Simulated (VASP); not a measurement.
# Au (Im-3m) in VASP: a series of runs

Au is run at these levels: PBE; tasks: single point.

Program: VASP 6.6.1. These are calculated values, not measurements. Logs are shortened: lines on timing, memory, paths and dates and some standing lists are left out, and cuts for length are marked.

**1. The cell of the first run**

Symmetry: Im-3m, No. 229, cubic system. Conventional cell: a = 3.226 Å, b = 3.226 Å, c = 3.226 Å, α = 90.00°, β = 90.00°, γ = 90.00°. Within 3.7 Å of Au (site symmetry m-3m) lie 14 Au at 2.79 to 3.23 Å.

**2. Single point, PBE**

Contents of INCAR:

```
SYSTEM = Au
PREC = Accurate
ENCUT = 520
EDIFF = 1E-6
ISMEAR = 0
SIGMA = 0.1
LREAL = .False.
LASPH = .True.
NELM = 60
ALGO = Normal
ISIF = 2
LWAVE = .False.
LCHARG = .False.
GGA = PE
NBANDS = 12
```

Contents of KPOINTS:

```
Automatic mesh
0
Gamma
  18 18 18
  0 0 0
```

Contents of POSCAR:

```
Au
1.0
   -1.6128015258      1.6128015258      1.6128015258
    1.6128015258     -1.6128015258      1.6128015258
    1.6128015258      1.6128015258     -1.6128015258
Au
1
Direct
    0.0000000000      0.0000000000      0.0000000000
```

Potentials or basis: VASP PAW PBE potentials, release 64 (Au).

Started as:

```console
$ cat potpaw_PBE.64/Au/POTCAR > POTCAR
$ mpirun -np 1 vasp_std > vasp.out
```

OUTCAR:

```text
SYSTEM = Au
   PREC = Accurate
   ENCUT = 520
   EDIFF = 1E-6
   ISMEAR = 0
   LREAL = .False.
   LASPH = .True.
   NELM = 60
   ISIF = 2
   GGA = PE

 ion  position               nearest neighbor table
   1  0.000  0.000  0.000-

  LATTYP: Found a body centered cubic cell.
 ALAT       =     3.2256030516

  Lattice vectors:

 A1 = (  -1.6128015258,   1.6128015258,   1.6128015258)
 A2 = (   1.6128015258,  -1.6128015258,   1.6128015258)
 A3 = (   1.6128015258,   1.6128015258,  -1.6128015258)

Analysis of symmetry for initial positions (statically):
=====================================================================
 Subroutine PRICEL returns:
 Original cell was already a primitive cell.

 Routine SETGRP: Setting up the symmetry group for a
 body centered cubic supercell.

 Subroutine GETGRP returns: Found 48 space group operations
 (whereof 48 operations were pure point group operations)
 out of a pool of 48 trial point group operations.

The static configuration has the point symmetry O_h .

Analysis of symmetry for dynamics (positions and initial velocities):
=====================================================================
 Subroutine PRICEL returns:
 Original cell was already a primitive cell.

 Routine SETGRP: Setting up the symmetry group for a
 body centered cubic supercell.

 Subroutine GETGRP returns: Found 48 space group operations
 (whereof 48 operations were pure point group operations)
 out of a pool of 48 trial point group operations.

The dynamic configuration has the point symmetry O_h .

 Subroutine INISYM returns: Found 48 space group operations
 (whereof 48 operations are pure point group operations),
 and found     1 'primitive' translations

----------------------------------------------------------------------------------------

                                     Primitive cell

  volume of cell :      16.7804

  direct lattice vectors                    reciprocal lattice vectors
    -1.612801526  1.612801526  1.612801526     0.000000000  0.310019548  0.310019548
     1.612801526 -1.612801526  1.612801526     0.310019548  0.000000000  0.310019548
     1.612801526  1.612801526 -1.612801526     0.310019548  0.310019548  0.000000000

  length of vectors
     2.793454185  2.793454185  2.793454185     0.438433849  0.438433849  0.438433849

  position of ions in fractional coordinates (direct lattice)
     0.000000000  0.000000000  0.000000000

  ion indices of the primitive-cell ions
   primitive index   ion index
                 1           1

----------------------------------------------------------------------------------------

 KPOINTS: Automatic mesh

Automatic generation of k-mesh.
 Grid dimensions read from file:
 generate k-points for:   18   18   18

 Generating k-lattice:

  Cartesian coordinates                     Fractional coordinates (reciprocal lattice)
     0.000000000  0.017223308  0.017223308     0.055555556  0.000000000  0.000000000
     0.017223308  0.000000000  0.017223308     0.000000000  0.055555556  0.000000000
     0.017223308  0.017223308  0.000000000     0.000000000  0.000000000  0.055555556

  Length of vectors
     0.024357436  0.024357436  0.024357436

  Shift w.r.t. Gamma in fractional coordinates (k-lattice)
     0.000000000  0.000000000  0.000000000

 Subroutine IBZKPT returns following result:
 ===========================================

 Found    195 irreducible k-points:

 Following reciprocal coordinates:
            Coordinates               Weight
  0.000000  0.000000  0.000000      1.000000
  0.055556  0.000000  0.000000     12.000000
  0.111111  0.000000  0.000000     12.000000
  0.166667  0.000000  0.000000     12.000000
  0.222222  0.000000  0.000000     12.000000
  0.277778  0.000000  0.000000     12.000000
[... 16 lines left out ...]
  0.333333  0.111111 -0.000000     48.000000
  0.388889  0.111111 -0.000000     48.000000
 [... further k-points ...]
   k-points           NKPTS =    195   k-points in BZ     NKDIM =    195   number of bands    NBANDS=     12
   number of dos      NEDOS =    301   number of ions     NIONS =      1
   total plane-waves  NPLWV =  13824
   dimension x,y,z NGX =    24 NGY =   24 NGZ =   24
   dimension x,y,z NGXF=    48 NGYF=   48 NGZF=   48
   ions per type =               1
   NGX,Y,Z   is equivalent  to a cutoff of  14.28, 14.28, 14.28 a.u.
   NGXF,Y,Z  is equivalent  to a cutoff of  28.57, 28.57, 28.57 a.u.
 SYSTEM =  Au
   PREC   = accura    normal or accurate (medium, high low for compatibility)
   ISTART =      0    job   : 0-new  1-cont  2-samecut
   ICHARG =      2    charge: 1-file 2-atom 10-const
   ISPIN  =      1    spin polarized calculation?
   LNONCOLLINEAR =      F non collinear calculations
   LSORBIT =      F    spin-orbit coupling
   LASPH  =      T    aspherical Exc in radial PAW
   ENCUT  =  520.0 eV  38.22 Ry    6.18 a.u.   5.19  5.19  5.19*2*pi/ulx,y,z
   NELM   =     60;   NELMIN=  2; NELMDL= -5     # of ELM steps
   EDIFF  = 0.1E-05   stopping-criterion for ELM
   LREAL  =      F    real-space projection
   EDIFFG = 0.1E-04   stopping-criterion for IOM
   NSW    =      0    number of steps for IOM
   IBRION =     -1    ionic relax: 0-MD 1-quasi-New 2-CG
   NFREE  =      0    steps in history (QN), initial steepest desc. (CG)
   ISIF   =      2    stress and relaxation
   ISYM   =      2    0-nonsym 1-usesym 2-fastsym
   POTIM  = 0.5000    time-step for ionic-motion
   TEBEG  =    0.0;   TEEND  =   0.0 temperature during run
   PSTRESS=    0.0 pullay stress
   NELECT =      11.0000    total number of electrons
   NUPDOWN=      -1.0000    fix difference up-down
   EMIN   =  10.00;   EMAX   =-10.00  energy-range for DOS
   EFERMI =   0.00;   METHOD = LEGACY
   ISMEAR =     0;   SIGMA  =   0.10  broadening in eV -4-tet -1-fermi 0-gaus
   EFERMI_NEDOS =   21; number of points for ismear=-14 and -15
   IALGO  =     38    algorithm
   IMIX   =      4    mixing-type and parameters
     AMIX     =   0.40;   BMIX     =  1.00
     AMIX_MAG =   1.60;   BMIX_MAG =  1.00
  volume/ion in A,a.u.               =      16.78       113.24
  Fermi-wavevector in a.u.,A,eV,Ry     =   1.422126  2.687429 27.517006  2.022443
  Thomas-Fermi vector in A             =   2.542863
   LORBIT       =      0    0 simple, 1 ext, 2 COOP (PROOUT), +10 PAW based schemes
   GGA     = PE    functional components
   LHFCALC =     F    Hartree Fock is set to
   AEXX    =    0.0000 exact exchange contribution
   IVDW    =     0    specifies the selected vdW correction
   LEPSILON=     F    determine dielectric tensor
   LRPA    =     F    only Hartree local field effects (RPA)
 non-spin polarized calculation
 Gauss-broadening in eV      SIGMA  =   0.10
  energy-cutoff  :      520.00
  volume of cell :       16.78
 maximum number of plane-waves:       468
 NGX is ok and might be reduce to    24
   NGX = 11   NGY = 11   NGZ = 11

 number of electron      11.0000001 magnetization

 Free energy of the ion-electron system (eV)
  ---------------------------------------------------
  ext. energy  EPLUGINS =         0.00000000
  ---------------------------------------------------
  free energy    TOTEN  =        -3.16077728 eV

  energy without entropy =       -3.16036599  energy(sigma->0) =       -3.16057163

 E-fermi :   9.7762     XC(G=0): -12.8130

 val. band max:        9.7293878656   @ k =   0.3889   0.0556   0.0556
 cond. band min:       9.8554625669   @ k =  -0.3333   0.3333   0.3333
 fundamental gap:      0.1260747013
 Fermi energy:         9.7761639309

 k-point     1 :       0.0000    0.0000    0.0000
  band No.  band energies     occupation
      1      -0.2746      2.00000
      2       4.7722      2.00000
      3       4.7722      2.00000
      4       4.7722      2.00000
      5       6.7554      2.00000
      6       6.7554      2.00000
      7      26.2591      0.00000
      8      26.2591      0.00000
      9      26.2591      0.00000
     10      34.3797      0.00000
     11      34.3797      0.00000
     12      34.3797      0.00000

 k-point     2 :       0.0556    0.0000    0.0000
  band No.  band energies     occupation
      1      -0.1586      2.00000
      2       4.7342      2.00000
      3       4.7753      2.00000
      4       4.8551      2.00000
      5       6.7088      2.00000
      6       6.7580      2.00000
      7      26.2666      0.00000
      8      26.2946      0.00000
      9      26.4109      0.00000
     10      32.8156      0.00000
     11      33.0113      0.00000
     12      33.9708      0.00000

 k-point     3 :       0.1111    0.0000    0.0000
  band No.  band energies     occupation
      1       0.1802      2.00000
      2       4.6267      2.00000
      3       4.7808      2.00000
      4       5.0996      2.00000
      5       6.5950      2.00000
      6       6.7668      2.00000
      7      26.0931      0.00000
      8      26.2998      0.00000
      9      26.8542      0.00000
     10      31.1959      0.00000
     11      31.4353      0.00000
     12      32.8561      0.00000
[... 286 lines left out ...]
 k-point    23 :       0.3333    0.1111   -0.0000
  band No.  band energies     occupation
      1       2.6388      2.00000
      2       3.8470      2.00000
      3       5.8327      2.00000
      4       6.5746      2.00000
      5       7.1146      2.00000
      6       8.8699      2.00000
      7      16.2747      0.00000
      8      22.1099      0.00000
      9      23.9909      0.00000
     10      30.6063      0.00000
     11      33.1510      0.00000
     12      33.1623      0.00000

 k-point    24 :       0.3889    0.1111   -0.0000
  band No.  band energies     occupation
      1       2.6188      2.00000
      2       3.7654      2.00000
      3       6.2709      2.00000
      4       6.6195      2.00000
      5       7.4204      2.00000
      6       9.9083      0.06163
      7      14.3370      0.00000
      8      21.6350      0.00000
      9      23.4054      0.00000
     10      31.2586      0.00000
     11      32.7495      0.00000
     12      33.3755      0.00000

 [... further k-points ...]
[... 5 lines left out ...]
  --------------------------------------------------------------------------------------
  -------------------------------------------------------------------------------------
  Total        1.2194017      1.2194017      1.2194017     -0.0000000     -0.0000000      0.0000000
  in kB      116.4272386    116.4272386    116.4272386     -0.0000000     -0.0000000      0.0000000
  external PRESSURE =     116.4272386 kB  Pullay stress =       0.0000000 kB

 VOLUME and BASIS-vectors are now :
 -----------------------------------------------------------------------------
  energy-cutoff  :      520.00
  volume of cell :       16.78
      direct lattice vectors                 reciprocal lattice vectors
    -1.612801526  1.612801526  1.612801526     0.000000000  0.310019548  0.310019548
     1.612801526 -1.612801526  1.612801526     0.310019548  0.000000000  0.310019548
     1.612801526  1.612801526 -1.612801526     0.310019548  0.310019548  0.000000000

 POSITION                                       TOTAL-FORCE (eV/Angst)
 -----------------------------------------------------------------------------------
      0.00000      0.00000      0.00000         0.000000      0.000000      0.000000
 -----------------------------------------------------------------------------------
    total drift:                               -0.000000      0.000000      0.000000

  FREE ENERGIE OF THE ION-ELECTRON SYSTEM (eV)
  ---------------------------------------------------
  free  energy   TOTEN  =        -3.1607772794 eV

  energy  without entropy=       -3.1603659882  energy(sigma->0) =       -3.16057163
```

It took 14 s on 1 thread of Intel Xeon Platinum 8559C (Emerald Rapids), shared host; peak memory 0.16 GiB.

What came out:

```yaml
Free_energy: -3.1608 eV
Pressure: 11.6 GPa
```

Caveat: spin-orbit coupling is left out, which moves the levels of the heavy elements.

(Part 1 of 2 ends here.)
